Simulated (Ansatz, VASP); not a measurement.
Sn in VASP and in Ansatz

INCAR

```
  ALGO = Normal
  EDIFF = 1E-8
  ENCUT = 520
  ISIF = 2
  ISMEAR = -1
  LASPH = T
  LCHARG = F
  LEFG = T
  LREAL = F
  LWAVE = F
  NBANDS = 21
  NELM = 80
  PREC = Accurate
  SIGMA = 0.05
```

The input KPOINTS:

```
k-points
0
Gamma
  15 15 15
```

File POSCAR:

```
Sn
1.0
   -2.9158500000      2.9158500000      1.6224630000
    2.9158500000     -2.9158500000      1.6224630000
    2.9158500000      2.9158500000     -1.6224630000
Sn
2
Direct
    0.0000000000      0.0000000000      0.0000000000
    0.7500000000      0.2500000000      0.5000000000
```

Input for Ansatz:

```yaml
crystal:
  lattice:
    - [-2.91585, 2.91585, 1.622463]
    - [2.91585, -2.91585, 1.622463]
    - [2.91585, 2.91585, -1.622463]
  atoms:
    - { symbol: Sn, position: [0.0, 0.0, 0.0] }
    - { symbol: Sn, position: [0.75, 0.25, 0.5] }
kpoints:
  mp_grid: { grid: [15, 15, 15] }
scf:
  occupations: { method: fermi_dirac, width: 0.05 }
hamiltonian:
  xc: lda
  pseudopotentials: { kind: paw }
output:
  forces: true
  stress: true
  eigenvalues: true
  efg: { contact_densities: true }
```

Change from the starting cell: zz strain of +2 %, PAW files.

Alike in both runs: task electric field gradients; functional LDA; k mesh 15 × 15 × 15; occupations fermi-dirac, width 0.05 eV; no spin polarisation.

|  | VASP | Ansatz |
| --- | --- | --- |
| version | VASP 6.6.1 | Ansatz 0.2.0 |
| potentials or method | VASP PAW LDA potentials, release 64 (Sn_d) | PAW with Ansatz's default frozen-core files, scalar-relativistic |
| plane-wave cutoff (eV) | 520 | 420 |
| valence electrons in the cell | 28 | 28 |

```csv
,VASP,Ansatz,Ansatz less VASP
pressure (GPa),-2.7,-2.7,+0.01
"traceless stress, the component that is largest in VASP (GPa)",-1.05,-1.05,-0.003
size of Vzz on the site where it differs most (V/Å²),52.7,52.4,-0.35
```

LDA's correlation is that of Perdew and Zunger in VASP and of Perdew and Wang (1992) in Ansatz.
